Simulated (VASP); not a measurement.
A run of VASP 6.6.1 is set up as follows.

Contents of INCAR:

```
ALGO     = Normal         # electronic algorithm
EDIFF    = 1E-6           # SCF threshold, eV
ENCUT    = 750            # plane-wave cutoff, eV
GGA      = PS             # functional
GGA_COMPAT= False        
ISIF     = 2              # what is computed and relaxed
ISMEAR   = 0              # smearing method
LASPH    = True           # aspherical terms in the spheres
LCHARG   = True           # write CHGCAR
LELF     = True           # ELF
LREAL    = False          # projectors in reciprocal space
LVHAR    = True         
LWAVE    = False          # write WAVECAR
NBANDS   = 13             # bands
NELM     = 120            # most SCF steps
PREC     = Accurate       # precision mode
SIGMA    = 0.02           # smearing width, eV
```

Contents of KPOINTS:

```
k-points
0
Gamma
  8 8 8
```

File POSCAR:

```
Li2S
1.0
    0.0000000000      2.8270784644      2.8270784644
    2.8270784644      0.0000000000      2.8270784644
    2.8270784644      2.8270784644      0.0000000000
Li S
2 1
Direct
    0.2500000000      0.2500000000      0.2500000000
    0.7500000000      0.7500000000      0.7500000000
    0.0000000000      0.0000000000      0.0000000000
```

Potentials or basis: VASP PAW PBE potentials, release 64 (Li_sv, S).

Launch:

```sh
$ cat potpaw_PBE.64/Li_sv/POTCAR potpaw_PBE.64/S/POTCAR > POTCAR
$ mpirun -np 1 vasp_std > vasp.out
```

Q: Predict the band gap on the k mesh.

A: 3.20 eV, indirect (least direct gap 4.22 eV).

Q: What does it give for the pressure?

A: 0.0 GPa.

Caveat: the PAW data sets were made with another functional, which shifts forces and pressure a little. A k mesh can miss the band edges.
